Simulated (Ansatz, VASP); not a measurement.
## KI: VASP beside Ansatz

INCAR

```
ALGO     = Normal         # electronic algorithm
EDIFF    = 1E-7           # SCF threshold, eV
ENCUT    = 520            # plane-wave cutoff, eV
GGA      = PE             # functional
ISIF     = 2              # what is computed and relaxed
ISMEAR   = 0              # smearing method
LASPH    = T              # aspherical terms in the spheres
LCHARG   = F              # write CHGCAR
LREAL    = F              # projectors in reciprocal space
LWAVE    = F              # write WAVECAR
NBANDS   = 15             # bands
NELM     = 60             # most SCF steps
PREC     = Accurate       # precision mode
SIGMA    = 0.05           # smearing width, eV
```

KPOINTS

```
k-points
0
Gamma
  6 6 6
```

The input POSCAR:

```
KI
1.0
    0.0000000000      3.3167285356      3.9800742427
    3.3167285356      0.0000000000      3.9800742427
    3.3167285356      3.3167285356      0.0000000000
K I
1 1
Direct
    0.0000000000      0.0000000000      0.0000000000
    0.5000000000      0.5000000000      0.5000000000
```

Input for Ansatz:

```yaml
crystal:
  lattice:
    - [0.0, 3.3167285356, 3.9800742427]
    - [3.3167285356, 0.0, 3.9800742427]
    - [3.3167285356, 3.3167285356, 0.0]
  atoms:
    - { symbol: K, position: [0.0, 0.0, 0.0] }
    - { symbol: I, position: [0.5, 0.5, 0.5] }
basis:
  ecutwfc: 420
kpoints:
  mp_grid: { grid: [6, 6, 6] }
hamiltonian:
  xc: pbe
scf:
  occupations: { method: gaussian, width: 0.05 }
output:
  forces: true
  stress: true
  eigenvalues: true
  write_density: true
  write_potential: true
  elf: true
  volumetric_format: npy
```

Alike in both runs: task single point; functional PBE; k mesh 6 × 6 × 6; occupations gaussian, width 0.05 eV; no spin polarisation.

```csv
,VASP,Ansatz
version,VASP 6.6.1,Ansatz 0.2.0
potentials or method,"VASP PAW PBE potentials, release 64 (K_sv, I), cutoff 520 eV","scalar-relativistic, plane waves, PAW"
valence electrons in the cell,16,26
```

|  | VASP | Ansatz | Ansatz less VASP |
| --- | --- | --- | --- |
| gap on the k mesh at the Fermi level (eV) | 3.90 | 3.90 | +0.005 |
| least direct gap on the mesh (eV) | 3.90 | 3.90 | +0.005 |
| pressure (GPa) | 1.8 | 1.8 | -0.04 |
| traceless stress, the component that is largest in VASP (GPa) | -2.73 | -2.69 | +0.034 |

VASP's potentials hold 16 valence electrons a cell and Ansatz's 26, so a difference there can come from the potentials and not from the codes.

Spin-orbit coupling is off throughout.
